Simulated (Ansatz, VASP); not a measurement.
CaSe: VASP beside Ansatz

File POSCAR:

```
CaSe
1.0
    3.4534091514      0.0000000000      0.0000000000
    0.0000000000      3.6347849189      0.0000000000
    0.0000000000      0.0000000000      3.6347849189
Ca Se
1 1
Direct
    0.0000000000      0.0000000000      0.0000000000
    0.5000000000      0.5000000000      0.5000000000
```

INCAR.step1

```
ALGO = Normal
EDIFF = 1E-4
ENCUT = 520
GGA = PE
ISMEAR = 0
LASPH = T
LCHARG = F
LREAL = F
LWAVE = T
NBANDS = 15
NELM = 100
PREC = Accurate
SIGMA = 0.01
```

Contents of INCAR.step2:

```
ALGO = Normal
EDIFF = 1E-7
ENCUT = 520
ISIF = 2
ISMEAR = 0
ISTART = 1
LASPH = T
LCHARG = F
LMIXTAU = T
LREAL = F
LWAVE = F
METAGGA = R2SCAN
NBANDS = 15
NELM = 100
PREC = Accurate
SIGMA = 0.01
```

Contents of KPOINTS:

```
k-points
0
Gamma
  8 8 8
```

Input for Ansatz:

```yaml
crystal:
  lattice:
    - [3.4534091514, 0.0, 0.0]
    - [0.0, 3.6347849189, 0.0]
    - [0.0, 0.0, 3.6347849189]
  atoms:
    - { symbol: Ca, position: [0.0, 0.0, 0.0] }
    - { symbol: Se, position: [0.5, 0.5, 0.5] }
kpoints:
  mp_grid: { grid: [8, 8, 8] }
  band_path:
    path:
      - [0.0, 0.0, 0.0]
      - [0.0, 0.5, 0.0]
      - [0.5, 0.5, 0.0]
      - [0.5, 0.5, 0.5]
      - [0.0, 0.5, 0.5]
    npoints: 1
hamiltonian:
  xc: r2scan
scf:
  occupations: { method: fixed }
  n_extra_bands: 4
output:
  forces: true
  stress: true
  eigenvalues: true
  write_density: true
  write_potential: true
  elf: true
  volumetric_format: npy
```

Change from the starting cell: uniaxial_x strain -5.0%.

Alike in both runs: task single point; functional r2SCAN; k mesh 8 × 8 × 8; no spin polarisation.

```csv
,VASP,Ansatz
version,VASP 6.6.1,Ansatz 0.2.0
potentials or method,"VASP PAW PBE potentials, release 64 (Ca_sv, Se)","plane waves, PAW"
plane-wave cutoff (eV),520,500
occupations,"gaussian, width 0.01 eV",fixed
valence electrons in the cell,16,26
```

Ansatz gave:

* gap on the k mesh at the Fermi level (eV): 0.59
* pressure (GPa): 3.1
* traceless stress, the component that is largest in VASP (GPa): 6.33

What did VASP give for the same quantities?

gap on the k mesh at the Fermi level (eV): 0.60; pressure (GPa): 3.4; traceless stress, the component that is largest in VASP (GPa): 6.32.

VASP's potentials were made for PBE, not for r2SCAN. VASP's potentials hold 16 valence electrons a cell and Ansatz's 26, so a difference there can come from the potentials and not from the codes.
